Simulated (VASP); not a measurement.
# Pb (Fm-3m) in VASP: further runs

Pb is run at these levels: revPBE+D3(BJ), BLYP+D4; tasks: single point.

All numbers are computed with VASP 6.6.1; they aren't measurements. Logs are shortened: lines on timing, memory, paths and dates and some standing lists are left out, and cuts for length are marked.

## Step 1: The cell of the first run

It takes space group Fm-3m (No. 225, cubic). The conventional cell has a = 4.983 Å, b = 4.983 Å, c = 4.983 Å, α = 90.00°, β = 90.00°, γ = 90.00°. Within 4.6 Å of Pb (site symmetry m-3m) lie 12 Pb at 3.52 Å.

## Step 2: Single point, revPBE+D3(BJ)

INCAR

```
SYSTEM = Pb
ALGO     = Fast           ! electronic algorithm
EDIFF    = 1E-6           ! SCF threshold, eV
ENCUT    = 520            ! plane-wave cutoff, eV
GGA      = RE             ! functional
ISIF     = 2              ! what is computed and relaxed
ISMEAR   = -1             ! smearing method
IVDW     = 12             ! dispersion correction
LASPH    = .TRUE.         ! aspherical terms in the spheres
LCHARG   = .TRUE.         ! write CHGCAR
LELF     = .TRUE.         ! ELF
LREAL    = .FALSE.        ! projectors in reciprocal space
LVHAR    = .TRUE.       
LWAVE    = .FALSE.        ! write WAVECAR
NBANDS   = 13             ! bands
NELM     = 100            ! most SCF steps
PREC     = Accurate       ! precision mode
SIGMA    = 0.05           ! smearing width, eV
```

KPOINTS

```
k-points
0
G
  9 9 9
  0 0 0
```

POSCAR

```
Pb
1.0
    0.0000000000      2.4914113386      2.4914113386
    2.4914113386      0.0000000000      2.4914113386
    2.4914113386      2.4914113386      0.0000000000
Pb
1
Direct
    0.0000000000      0.0000000000      0.0000000000
```

Potentials or basis: VASP PAW PBE potentials, release 64 (Pb_d).

Run with:

```console
$ cat potpaw_PBE.64/Pb_d/POTCAR > POTCAR
$ mpirun -np 1 vasp_std > vasp.out
```

OUTCAR:

```text
SYSTEM = Pb
   EDIFF = 1E-6
   ENCUT = 520
   GGA = RE
   ISIF = 2
   ISMEAR = -1
   IVDW = 12
   LASPH = .TRUE.
   LREAL = .FALSE.
   NELM = 100
   PREC = Accurate
 IVDW          = 12

 ion  position               nearest neighbor table
   1  0.000  0.000  0.000-

  LATTYP: Found a face centered cubic cell.
 ALAT       =     4.9828226772

  Lattice vectors:

 A1 = (   0.0000000000,   2.4914113386,   2.4914113386)
 A2 = (   2.4914113386,   0.0000000000,   2.4914113386)
 A3 = (   2.4914113386,   2.4914113386,   0.0000000000)

Analysis of symmetry for initial positions (statically):
[... 5 lines left out ...]
 face centered cubic supercell.

 Subroutine GETGRP returns: Found 48 space group operations
 (whereof 48 operations were pure point group operations)
 out of a pool of 48 trial point group operations.

The static configuration has the point symmetry O_h .

Analysis of symmetry for dynamics (positions and initial velocities):
[... 5 lines left out ...]
 face centered cubic supercell.

 Subroutine GETGRP returns: Found 48 space group operations
 (whereof 48 operations were pure point group operations)
 out of a pool of 48 trial point group operations.

The dynamic configuration has the point symmetry O_h .

 Subroutine INISYM returns: Found 48 space group operations
 (whereof 48 operations are pure point group operations),
 and found     1 'primitive' translations

----------------------------------------------------------------------------------------

                                     Primitive cell

  volume of cell :      30.9290

  direct lattice vectors                    reciprocal lattice vectors
     0.000000000  2.491411339  2.491411339    -0.200689462  0.200689462  0.200689462
     2.491411339  0.000000000  2.491411339     0.200689462 -0.200689462  0.200689462
     2.491411339  2.491411339  0.000000000     0.200689462  0.200689462 -0.200689462

  length of vectors
     3.523387704  3.523387704  3.523387704     0.347604344  0.347604344  0.347604344

  position of ions in fractional coordinates (direct lattice)
     0.000000000  0.000000000  0.000000000

  ion indices of the primitive-cell ions
   primitive index   ion index
                 1           1

----------------------------------------------------------------------------------------

 KPOINTS: k-points

Automatic generation of k-mesh.
 Grid dimensions read from file:
 generate k-points for:    9    9    9

 Generating k-lattice:
[... 67 lines left out ...]
   NFREE  =      0    steps in history (QN), initial steepest desc. (CG)
   ISIF   =      2    stress and relaxation
   ISYM   =      2    0-nonsym 1-usesym 2-fastsym
   POTIM  = 0.5000    time-step for ionic-motion
   TEBEG  =    0.0;   TEEND  =   0.0 temperature during run
   PSTRESS=    0.0 pullay stress
   NELECT =      14.0000    total number of electrons
   NUPDOWN=      -1.0000    fix difference up-down
   EMIN   =  10.00;   EMAX   =-10.00  energy-range for DOS
   EFERMI =   0.00;   METHOD = LEGACY
   ISMEAR =    -1;   SIGMA  =   0.05  broadening in eV -4-tet -1-fermi 0-gaus
   EFERMI_NEDOS =   21; number of points for ismear=-14 and -15
   IALGO  =     68    algorithm
   IMIX   =      4    mixing-type and parameters
     AMIX     =   0.40;   BMIX     =  1.00
     AMIX_MAG =   1.60;   BMIX_MAG =  1.00
  volume/ion in A,a.u.               =      30.93       208.72
  Fermi-wavevector in a.u.,A,eV,Ry     =   1.256981  2.375350 21.497225  1.580001
  Thomas-Fermi vector in A             =   2.390662
   LORBIT       =      0    0 simple, 1 ext, 2 COOP (PROOUT), +10 PAW based schemes
   GGA     = RE    functional components
   LHFCALC =     F    Hartree Fock is set to
   AEXX    =    0.0000 exact exchange contribution
   IVDW    =    12    specifies the selected vdW correction
   LEPSILON=     F    determine dielectric tensor
   LRPA    =     F    only Hartree local field effects (RPA)
 non-spin polarized calculation
 RMM-DIIS sequential band-by-band and
  energy-cutoff  :      520.00
  volume of cell :       30.93
 maximum number of plane-waves:       869
 NGX is ok and might be reduce to    28
   NGX = 13   NGY = 13   NGZ = 13

 number of electron      14.0000000 magnetization

 Free energy of the ion-electron system (eV)
  ---------------------------------------------------
  ext. energy  EPLUGINS =         0.00000000
  ---------------------------------------------------
  free energy    TOTEN  =        -3.24761890 eV

  energy without entropy =       -3.24438179  energy(sigma->0) =       -3.24600035

 E-fermi :   7.0222     XC(G=0): -10.0197

 val. band max:        6.7988039119   @ k =  -0.3333   0.3333   0.1111
 cond. band min:       7.0346327339   @ k =  -0.2222   0.3333   0.1111
 fundamental gap:      0.2358288220
 Fermi energy:         7.0221763264

 k-point     1 :       0.0000    0.0000    0.0000
  band No.  band energies     occupation
      1      -9.9586      2.00000
      2      -9.9586      2.00000
      3      -9.9586      2.00000
      4      -9.8282      2.00000
      5      -9.8282      2.00000
      6      -4.4627      2.00000
      7      14.4350      0.00000
      8      14.4350      0.00000
      9      14.4350      0.00000
     10      16.8774      0.00000
     11      18.2135      0.00000
     12      19.4825      0.00000
     13      19.4825      0.00000
[... 354 lines left out ...]
  band No.  band energies     occupation
      1     -10.1059      2.00000
      2     -10.0190      2.00000
      3      -9.7158      2.00000
      4      -9.6787      2.00000
      5      -9.6787      2.00000
      6       0.0021      2.00000
      7       4.4913      2.00000
      8       9.2896      0.00000
      9       9.2896      0.00000
     10      12.5524      0.00000
     11      13.7624      0.00000
     12      25.2928      0.00000
     13      26.8821      0.00000

 [... further k-points ...]

------------------------ aborting loop because EDIFF is reached ----------------------------------------

 Edisp (eV)   -0.71999

 E8    (eV) :    -0.5363

  FORCE on cell =-STRESS in cart. coord.  units (eV):
  Direction    XX          YY          ZZ          XY          YZ          ZX
  --------------------------------------------------------------------------------------
  -------------------------------------------------------------------------------------
  Total      -0.27284    -0.27284    -0.27284     0.00000    -0.00000     0.00000
  in kB     -14.13360   -14.13360   -14.13360     0.00000    -0.00000     0.00000
  external pressure =      -14.13 kB  Pullay stress =        0.00 kB

 VOLUME and BASIS-vectors are now :
 -----------------------------------------------------------------------------
  energy-cutoff  :      520.00
  volume of cell :       30.93
      direct lattice vectors                 reciprocal lattice vectors
     0.000000000  2.491411339  2.491411339    -0.200689462  0.200689462  0.200689462
     2.491411339  0.000000000  2.491411339     0.200689462 -0.200689462  0.200689462
     2.491411339  2.491411339  0.000000000     0.200689462  0.200689462 -0.200689462

 POSITION                                       TOTAL-FORCE (eV/Angst)
 -----------------------------------------------------------------------------------
      0.00000      0.00000      0.00000         0.000000      0.000000      0.000000
 -----------------------------------------------------------------------------------
    total drift:                               -0.000000     -0.000000     -0.000000

  FREE ENERGIE OF THE ION-ELECTRON SYSTEM (eV)
  ---------------------------------------------------
  free  energy   TOTEN  =        -3.9676057188 eV

  energy  without entropy=       -3.9643686065  energy(sigma->0) =       -3.96598716
```

Wall time 17 s (1 thread of Intel Xeon Platinum 8488C (Sapphire Rapids), shared host); peak memory 0.16 GiB.

Results:

```
Free energy                : -3.9676 eV
Pressure                   : -1.4 GPa
Band gap on the k mesh     : zero (band 7 reaches 14.44 eV, above the bottom of band 8 at 5.65 eV)
Dispersion energy per atom : -0.720 eV
```

Caveat: the PAW data sets were made with another functional, which shifts forces and pressure a little; spin-orbit coupling is left out, which moves the levels of the heavy elements; pairwise dispersion overbinds metals, which lowers pressure and volume.

## Step 3: Single point, revPBE+D3(BJ)

This run uses another cell than the first one, of 31.54 Å³/atom, 1.020 times its volume.

INCAR

```
PREC = Accurate
ENCUT = 520
EDIFF = 1E-6
ISMEAR = -1
SIGMA = 0.05
LREAL = F
LASPH = T
NELM = 60
ALGO = Normal
ISIF = 2
LWAVE = F
LCHARG = T
GGA = RE
IVDW = 12
LELF = T
LVHAR = T
NBANDS = 13
```

KPOINTS

```
regular mesh
0
Gamma
  9 9 9
```

POSCAR

```
Pb
1.0
    0.0000000000      2.5075897876      2.5075897876
    2.5075897876      0.0000000000      2.5075897876
    2.5075897876      2.5075897876      0.0000000000
Pb
1
Direct
    0.0000000000      0.0000000000      0.0000000000
```

Potentials or basis: VASP PAW PBE potentials, release 64 (Pb_d).

Run with:

```console
$ cat potpaw_PBE.64/Pb_d/POTCAR > POTCAR
$ mpirun -np 1 vasp_std > vasp.out
```

OUTCAR:

```text
PREC = Accurate
   ENCUT = 520
   EDIFF = 1E-6
   ISMEAR = -1
   LREAL = F
   LASPH = T
   NELM = 60
   ISIF = 2
   GGA = RE
   IVDW = 12
 IVDW          = 12

 ion  position               nearest neighbor table
   1  0.000  0.000  0.000-

  LATTYP: Found a face centered cubic cell.
 ALAT       =     5.0151795752

  Lattice vectors:

 A1 = (   0.0000000000,   2.5075897876,   2.5075897876)
 A2 = (   2.5075897876,   0.0000000000,   2.5075897876)
 A3 = (   2.5075897876,   2.5075897876,   0.0000000000)

Analysis of symmetry for initial positions (statically):
[... 5 lines left out ...]
 face centered cubic supercell.

 Subroutine GETGRP returns: Found 48 space group operations
 (whereof 48 operations were pure point group operations)
 out of a pool of 48 trial point group operations.

The static configuration has the point symmetry O_h .

Analysis of symmetry for dynamics (positions and initial velocities):
[... 5 lines left out ...]
 face centered cubic supercell.

 Subroutine GETGRP returns: Found 48 space group operations
 (whereof 48 operations were pure point group operations)
 out of a pool of 48 trial point group operations.
[... 152 lines left out ...]

 k-point     1 :       0.0000    0.0000    0.0000
  band No.  band energies     occupation
      1     -10.1568      2.00000
      2     -10.1568      2.00000
      3     -10.1568      2.00000
      4     -10.0340      2.00000
      5     -10.0340      2.00000
      6      -4.5467      2.00000
      7      14.0731      0.00000
      8      14.0731      0.00000
      9      14.0731      0.00000
     10      16.6519      0.00000
     11      17.7569      0.00000
     12      19.1322      0.00000
     13      19.1322      0.00000
[... 354 lines left out ...]
  band No.  band energies     occupation
      1     -10.2949      2.00000
      2     -10.2120      2.00000
      3      -9.9279      2.00000
      4      -9.8926      2.00000
      5      -9.8926      2.00000
      6      -0.2123      2.00000
      7       4.3274      2.00000
      8       9.0548      0.00000
      9       9.0548      0.00000
     10      12.2875      0.00000
     11      13.4936      0.00000
     12      24.9692      0.00000
     13      26.4396      0.00000

 [... further k-points ...]

------------------------ aborting loop because EDIFF is reached ----------------------------------------

 Edisp (eV)   -0.70578

 E8    (eV) :    -0.5257

  FORCE on cell =-STRESS in cart. coord.  units (eV):
  Direction    XX          YY          ZZ          XY          YZ          ZX
  --------------------------------------------------------------------------------------
  -------------------------------------------------------------------------------------
  Total      -0.43028    -0.43028    -0.43028    -0.00000     0.00000     0.00000
  in kB     -21.86052   -21.86052   -21.86052    -0.00000     0.00000     0.00000
  external pressure =      -21.86 kB  Pullay stress =        0.00 kB

 VOLUME and BASIS-vectors are now :
 -----------------------------------------------------------------------------
  energy-cutoff  :      520.00
  volume of cell :       31.54
      direct lattice vectors                 reciprocal lattice vectors
     0.000000000  2.507589788  2.507589788    -0.199394655  0.199394655  0.199394655
     2.507589788  0.000000000  2.507589788     0.199394655 -0.199394655  0.199394655
     2.507589788  2.507589788  0.000000000     0.199394655  0.199394655 -0.199394655

 POSITION                                       TOTAL-FORCE (eV/Angst)
 -----------------------------------------------------------------------------------
      0.00000      0.00000      0.00000         0.000000      0.000000      0.000000
 -----------------------------------------------------------------------------------
    total drift:                               -0.000000     -0.000000     -0.000000

  FREE ENERGIE OF THE ION-ELECTRON SYSTEM (eV)
  ---------------------------------------------------
  free  energy   TOTEN  =        -3.9609240812 eV

  energy  without entropy=       -3.9575766821  energy(sigma->0) =       -3.95925038
```

stdout:

```text
POSCAR found type information on POSCAR Pb
 POSCAR found :  1 types and       1 ions
 scaLAPACK will be used
 -----------------------------------------------------------------------------
|                                                                             |
|                                                                             |
|     You enforced a specific xc type in the INCAR file but a different       |
|     I HOPE YOU KNOW WHAT YOU ARE DOING!                                     |
|                                                                             |
 -----------------------------------------------------------------------------

 LDA part: xc-table for (Slater+PW92), standard interpolation
 POSCAR, INCAR and KPOINTS ok, starting setup
 FFT: planning ... GRIDC
 FFT: planning ... GRID_SOFT
 FFT: planning ... GRID
 WAVECAR not read
 entering main loop
```

Run time: 9.4 s. Hardware: 1 thread of Intel Xeon Platinum 8488C (Sapphire Rapids), shared host; peak memory 0.16 GiB.

Results:

```yaml
Free_energy: -3.9609 eV
Pressure: -2.2 GPa
Band_gap_on_the_k_mesh: zero (band 7 reaches 14.07 eV, above the bottom of band 8 at 5.48 eV)
Dispersion_energy_per_atom: -0.706 eV
```

Levels at points of the mesh, in eV from the Fermi level:
| k point | band 3 | band 4 | band 5 | band 6 | band 7 | band 8 | band 9 | band 10 | band 11 | band 12 |
| --- | --- | --- | --- | --- | --- | --- | --- | --- | --- | --- |
| (0.00, 0.00, 0.00) | -16.97 | -16.85 | -16.85 | -11.36 | 7.26 | 7.26 | 7.26 | 9.84 | 10.94 | 12.32 |

Caveat: the PAW data sets were made with another functional, which shifts forces and pressure a little; spin-orbit coupling is left out, which moves the levels of the heavy elements; pairwise dispersion overbinds metals, which lowers pressure and volume.

[end of part 1 of 2]
